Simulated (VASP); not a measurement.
# NaLiAlCl4 (F-43m) in VASP: notebook, part 2 of 2

VASP 6.6.1. Earlier steps stand in the parts before.

### Step 3. Relaxation of cell and atoms, PBE

This run uses another cell than the first one, of 41.84 Å³/atom, 0.980 times its volume.

Input file INCAR:

```
PREC     = Accurate       # precision mode
ENCUT    = 600            # plane-wave cutoff, eV
EDIFF    = 1E-6           # SCF threshold, eV
ISMEAR   = 0              # smearing method
SIGMA    = 0.1            # smearing width, eV
LREAL    = F              # projectors in reciprocal space
LASPH    = T              # aspherical terms in the spheres
NELM     = 100            # most SCF steps
ALGO     = Normal         # electronic algorithm
ISIF     = 3              # what is computed and relaxed
LWAVE    = F              # write WAVECAR
LCHARG   = F              # write CHGCAR
GGA      = PE             # functional
IBRION   = 2              # ionic algorithm
NSW      = 100            # ionic steps
EDIFFG   = -0.01          # ionic threshold
```

Input file KPOINTS:

```
Automatic mesh
0
Gamma
  6 6 6
```

Input file POSCAR:

```
NaLiAlCl4
1.0
    0.0000000000      5.2710289229      5.2710289229
    5.2710289229      0.0000000000      5.2710289229
    5.2710289229      5.2710289229      0.0000000000
Na Li Al Cl
1 1 1 4
Direct
    0.0000000000      0.0000000000      0.0000000000
    0.7500000000      0.7500000000      0.7500000000
    0.5000000000      0.5000000000      0.5000000000
    0.1434753188      0.6188415604      0.6188415604
    0.6188415604      0.1434753188      0.6188415604
    0.6188415604      0.6188415604      0.1434753188
    0.6188415604      0.6188415604      0.6188415604
```

Potentials or basis: VASP PAW PBE potentials, release 64 (Na_pv, Li_sv, Al, Cl).

Command:

```sh
$ cat potpaw_PBE.64/Na_pv/POTCAR potpaw_PBE.64/Li_sv/POTCAR potpaw_PBE.64/Al/POTCAR potpaw_PBE.64/Cl/POTCAR > POTCAR
$ mpirun -np 1 vasp_std > vasp.out
```

OUTCAR:

```text
PREC = Accurate
   ENCUT = 600
   EDIFF = 1E-6
   ISMEAR = 0
   LREAL = F
   LASPH = T
   NELM = 100
   ISIF = 3
   GGA = PE
   IBRION = 2
   NSW = 100
   EDIFFG = -0.01

 ion  position               nearest neighbor table
   1  0.000  0.000  0.000-
   2  0.750  0.750  0.750-   7 2.39   5 2.39   6 2.39   4 2.39
   3  0.500  0.500  0.500-   4 2.17   5 2.17   6 2.17   7 2.17
   4  0.143  0.619  0.619-   3 2.17   2 2.39
   5  0.619  0.143  0.619-   3 2.17   2 2.39
   6  0.619  0.619  0.143-   3 2.17   2 2.39
   7  0.619  0.619  0.619-   3 2.17   2 2.39

  LATTYP: Found a face centered cubic cell.
 ALAT       =    10.5420578458

  Lattice vectors:

 A1 = (   0.0000000000,   5.2710289229,   5.2710289229)
 A2 = (   5.2710289229,   0.0000000000,   5.2710289229)
 A3 = (   5.2710289229,   5.2710289229,   0.0000000000)

Analysis of symmetry for initial positions (statically):
=====================================================================
 Subroutine PRICEL returns:
 Original cell was already a primitive cell.

 Routine SETGRP: Setting up the symmetry group for a
 face centered cubic supercell.

 Subroutine GETGRP returns: Found 24 space group operations
 (whereof 24 operations were pure point group operations)
 out of a pool of 48 trial point group operations.

The static configuration has the point symmetry T_d .

Analysis of symmetry for dynamics (positions and initial velocities):
=====================================================================
 Subroutine PRICEL returns:
 Original cell was already a primitive cell.

 Routine SETGRP: Setting up the symmetry group for a
 face centered cubic supercell.

 Subroutine GETGRP returns: Found 24 space group operations
 (whereof 24 operations were pure point group operations)
 out of a pool of 48 trial point group operations.

The dynamic configuration has the point symmetry T_d .

 Subroutine INISYM returns: Found 24 space group operations
 (whereof 24 operations are pure point group operations),
 and found     1 'primitive' translations

----------------------------------------------------------------------------------------

                                     Primitive cell

  volume of cell :     292.8979

  direct lattice vectors                    reciprocal lattice vectors
     0.000000000  5.271028923  5.271028923    -0.094858140  0.094858140  0.094858140
     5.271028923  0.000000000  5.271028923     0.094858140 -0.094858140  0.094858140
     5.271028923  5.271028923  0.000000000     0.094858140  0.094858140 -0.094858140

  length of vectors
     7.454360590  7.454360590  7.454360590     0.164299118  0.164299118  0.164299118

  position of ions in fractional coordinates (direct lattice)
     0.000000000  0.000000000  0.000000000
     0.750000000  0.750000000  0.750000000
     0.500000000  0.500000000  0.500000000
     0.143475319  0.618841560  0.618841560
     0.618841560  0.143475319  0.618841560
     0.618841560  0.618841560  0.143475319
     0.618841560  0.618841560  0.618841560

  ion indices of the primitive-cell ions
   primitive index   ion index
                 1           1
                 2           2
                 3           3
                 4           4
                 5           5
                 6           6
                 7           7

----------------------------------------------------------------------------------------

 KPOINTS: Automatic mesh

Automatic generation of k-mesh.
 Grid dimensions read from file:
 generate k-points for:    6    6    6

 Generating k-lattice:

  Cartesian coordinates                     Fractional coordinates (reciprocal lattice)
    -0.015809690  0.015809690  0.015809690     0.166666667  0.000000000  0.000000000
     0.015809690 -0.015809690  0.015809690     0.000000000  0.166666667  0.000000000
     0.015809690  0.015809690 -0.015809690     0.000000000  0.000000000  0.166666667

  Length of vectors
     0.027383186  0.027383186  0.027383186

  Shift w.r.t. Gamma in fractional coordinates (k-lattice)
     0.000000000  0.000000000  0.000000000

 Subroutine IBZKPT returns following result:
 ===========================================

 Found     16 irreducible k-points:

 Following reciprocal coordinates:
            Coordinates               Weight
  0.000000  0.000000  0.000000      1.000000
  0.166667  0.000000  0.000000      8.000000
  0.333333  0.000000  0.000000      8.000000
  0.500000  0.000000  0.000000      4.000000
  0.166667  0.166667  0.000000      6.000000
  0.333333  0.166667  0.000000     24.000000
[... 8 lines left out ...]
 -0.333333  0.333333  0.166667     24.000000
 -0.333333  0.500000  0.166667     12.000000
   k-points           NKPTS =     16   k-points in BZ     NKDIM =     16   number of bands    NBANDS=     24
   number of dos      NEDOS =    301   number of ions     NIONS =      7
   total plane-waves  NPLWV = 216000
   dimension x,y,z NGX =    60 NGY =   60 NGZ =   60
   dimension x,y,z NGXF=   120 NGYF=  120 NGZF=  120
   ions per type =               1   1   1   4
   NGX,Y,Z   is equivalent  to a cutoff of  13.38, 13.38, 13.38 a.u.
   NGXF,Y,Z  is equivalent  to a cutoff of  26.76, 26.76, 26.76 a.u.
 SYSTEM =  unknown system
   PREC   = accura    normal or accurate (medium, high low for compatibility)
   ISTART =      0    job   : 0-new  1-cont  2-samecut
   ICHARG =      2    charge: 1-file 2-atom 10-const
   ISPIN  =      1    spin polarized calculation?
   LNONCOLLINEAR =      F non collinear calculations
   LSORBIT =      F    spin-orbit coupling
   LASPH  =      T    aspherical Exc in radial PAW
   ENCUT  =  600.0 eV  44.10 Ry    6.64 a.u.  14.89 14.89 14.89*2*pi/ulx,y,z
   NELM   =    100;   NELMIN=  2; NELMDL= -5     # of ELM steps
   EDIFF  = 0.1E-05   stopping-criterion for ELM
   LREAL  =      F    real-space projection
   EDIFFG = -.1E-01   stopping-criterion for IOM
   NSW    =    100    number of steps for IOM
   IBRION =      2    ionic relax: 0-MD 1-quasi-New 2-CG
   NFREE  =      1    steps in history (QN), initial steepest desc. (CG)
   ISIF   =      3    stress and relaxation
   ISYM   =      2    0-nonsym 1-usesym 2-fastsym
   POTIM  = 0.5000    time-step for ionic-motion
   TEBEG  =    0.0;   TEEND  =   0.0 temperature during run
   PSTRESS=    0.0 pullay stress
   NELECT =      41.0000    total number of electrons
   NUPDOWN=      -1.0000    fix difference up-down
   EMIN   =  10.00;   EMAX   =-10.00  energy-range for DOS
   EFERMI =   0.00;   METHOD = LEGACY
   ISMEAR =     0;   SIGMA  =   0.10  broadening in eV -4-tet -1-fermi 0-gaus
   EFERMI_NEDOS =   21; number of points for ismear=-14 and -15
   IALGO  =     38    algorithm
   IMIX   =      4    mixing-type and parameters
     AMIX     =   0.40;   BMIX     =  1.00
     AMIX_MAG =   1.60;   BMIX_MAG =  1.00
  volume/ion in A,a.u.               =      41.84       282.37
  Fermi-wavevector in a.u.,A,eV,Ry     =   0.850023  1.606311  9.830743  0.722539
  Thomas-Fermi vector in A             =   1.965935
   LORBIT       =      0    0 simple, 1 ext, 2 COOP (PROOUT), +10 PAW based schemes
   GGA     = PE    functional components
   LHFCALC =     F    Hartree Fock is set to
   AEXX    =    0.0000 exact exchange contribution
   IVDW    =     0    specifies the selected vdW correction
   LEPSILON=     F    determine dielectric tensor
   LRPA    =     F    only Hartree local field effects (RPA)
 conjugate gradient relaxation of ions
 non-spin polarized calculation
 Gauss-broadening in eV      SIGMA  =   0.10
  energy-cutoff  :      600.00
  volume of cell :      292.90
 maximum number of plane-waves:      9841
   NGX = 29   NGY = 29   NGZ = 29

--------------------------------------- Ionic step        1  -------------------------------------------

 number of electron      41.0000006 magnetization

 Free energy of the ion-electron system (eV)
  ---------------------------------------------------
  ext. energy  EPLUGINS =         0.00000000
  ---------------------------------------------------
  free energy    TOTEN  =       -22.88902983 eV

  energy without entropy =      -22.86756103  energy(sigma->0) =      -22.87829543

------------------------ aborting loop because EDIFF is reached ----------------------------------------

  FORCE on cell =-STRESS in cart. coord.  units (eV):
  Direction    XX          YY          ZZ          XY          YZ          ZX
  --------------------------------------------------------------------------------------
  -------------------------------------------------------------------------------------
  Total        0.1831809      0.1831809      0.1831809      0.0000000      0.0000000      0.0000000
  in kB        1.0020159      1.0020159      1.0020159      0.0000000      0.0000000      0.0000000
  external PRESSURE =       1.0020159 kB  Pullay stress =       0.0000000 kB
[... 108 lines left out ...]
  energy  without entropy=      -22.8699888997  energy(sigma->0) =      -22.88087661

--------------------------------------- Ionic step        4  -------------------------------------------

 number of electron      40.9999999 magnetization

 Free energy of the ion-electron system (eV)
  ---------------------------------------------------
  ext. energy  EPLUGINS =         0.00000000
  ---------------------------------------------------
  free energy    TOTEN  =       -22.89197558 eV

  energy without entropy =      -22.87009634  energy(sigma->0) =      -22.88103596

 E-fermi :   1.4675     XC(G=0):  -5.6687

 val. band max:        1.4466555919   @ k =   0.5000   0.3333   0.1667
 cond. band min:       1.5083094883   @ k =   0.5000   0.0000   0.0000
 fundamental gap:      0.0616538965
 Fermi energy:         1.4674663322

 k-point     1 :       0.0000    0.0000    0.0000
  band No.  band energies     occupation
      1     -47.7361      2.00000
      2     -24.8301      2.00000
      3     -24.8301      2.00000
      4     -24.8301      2.00000
      5     -17.1316      2.00000
      6     -16.5923      2.00000
[... 455 lines left out ...]
  FREE ENERGIE OF THE ION-ELECTRON SYSTEM (eV)
  ---------------------------------------------------
  free  energy   TOTEN  =       -22.8919755765 eV

  energy  without entropy=      -22.8700963436  energy(sigma->0) =      -22.88103596

 reached required accuracy - stopping structural energy minimisation
```

It took 5.4 min on 1 thread of AMD EPYC 9R45 (Zen 5), shared host; peak memory 0.59 GiB.

What came out:

```yaml
Free_energy: -22.8920 eV
Relaxed_volume: 42.57 Å³/atom
Relaxed_cell: a = 7.498 Å, b = 7.498 Å, c = 7.498 Å, α = 60.00°, β = 60.00°, γ = 60.00°
Space_group_after_relaxing_to_0.05_Å: F-43m (No. 216)
Energy_gained_by_relaxing: 0.4 meV/atom
Ionic_steps: 4
Pressure_after_relaxing: 0.0 GPa
Largest_force_after_relaxing: 0.007 eV/Å
```

Forces on the atoms (eV/Å):
```
Na   0.000  0.000  0.000
Li   0.000  0.000  0.000
Al   0.000  0.000  0.000
Cl  -0.004  0.004  0.004
Cl   0.004 -0.004  0.004
Cl   0.004  0.004 -0.004
Cl  -0.004 -0.004 -0.004
```

The path:
```tsv
step	energy change (eV)	largest force (eV/Å)	pressure (GPa)	volume (Å³)
1	0.0000	0.0549	0.10	292.90
2	-0.0011	0.0442	0.07	294.01
3	-0.0027	0.0192	0.02	296.69
4	-0.0029	0.0073	-0.01	298.02
```

Final structure:
```
Na Li Al Cl
1.0
     0.00000    5.30159    5.30159
     5.30159    0.00000    5.30159
     5.30159    5.30159    0.00000
Na Li Al Cl
1 1 1 4
Cartesian
  0.0000 5.3016 5.3016
  7.9524 7.9524 7.9524
  5.3016 5.3016 5.3016
  6.5546 4.0485 4.0485
  4.0485 6.5546 4.0485
  4.0485 4.0485 6.5546
  6.5546 6.5546 6.5546
```

Caveat: the cutoff is under 1.25 times the usual one of these potentials, so pressure, stress and relaxed cells hold a basis-set (Pulay) error; an odd number of electrons without spin polarisation forces a metal; a magnetic or distorted state may lie lower.
